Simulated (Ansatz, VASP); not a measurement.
One calculation of Ta, two programs

Contents of INCAR:

```
SYSTEM = Ta
ALGO = Normal ; EDIFF = 1E-8
ENCUT = 520 ; ISIF = 2
ISMEAR = -1 ; LASPH = .True.
LCHARG = .False. ; LEFG = .True.
LREAL = .False. ; LWAVE = .False.
NBANDS = 12 ; NELM = 60
PREC = Accurate ; SIGMA = 0.05
```

Contents of KPOINTS:

```
k-points
0
Gamma
  14 14 14
  0 0 0
```

POSCAR

```
Ta
1.0
   -1.6873856121      1.6873856121      1.6873856121
    1.6873856121     -1.6873856121      1.6873856121
    1.6873856121      1.6873856121     -1.6873856121
Ta
1
Direct
    0.0000000000      0.0000000000      0.0000000000
```

Input for Ansatz:

```yaml
crystal:
  lattice:
    - [-1.6873856121, 1.6873856121, 1.6873856121]
    - [1.6873856121, -1.6873856121, 1.6873856121]
    - [1.6873856121, 1.6873856121, -1.6873856121]
  atoms:
    - { symbol: Ta, position: [0.0, 0.0, 0.0] }
kpoints:
  mp_grid: { grid: [14, 14, 14] }
scf:
  occupations: { method: fermi_dirac, width: 0.05 }
hamiltonian:
  xc: lda
  pseudopotentials: { kind: all_electron, datasets: crystal }
output:
  forces: true
  stress: true
  eigenvalues: true
  efg: { contact_densities: true }
```

Change from the starting cell: volume scaled by 1.06, crystal datasets.

Alike in both runs: task electric field gradients; functional LDA; k mesh 14 × 14 × 14; occupations fermi-dirac, width 0.05 eV; no spin polarisation.

|  | VASP | Ansatz |
| --- | --- | --- |
| version | VASP 6.6.1 | Ansatz 0.2.0 |
| potentials or method | VASP PAW LDA potentials, release 64 (Ta_pv), cutoff 520 eV | all-electron PAW with datasets made for the crystal, scalar-relativistic |

|  | VASP | Ansatz | Ansatz less VASP |
| --- | --- | --- | --- |
| pressure (GPa) | -19.0 | -19.6 | -0.57 |

LDA's correlation is that of Perdew and Zunger in VASP and of Perdew and Wang (1992) in Ansatz. Ansatz ran all-electron here, and VASP with PAW potentials.

Spin-orbit coupling is off throughout.
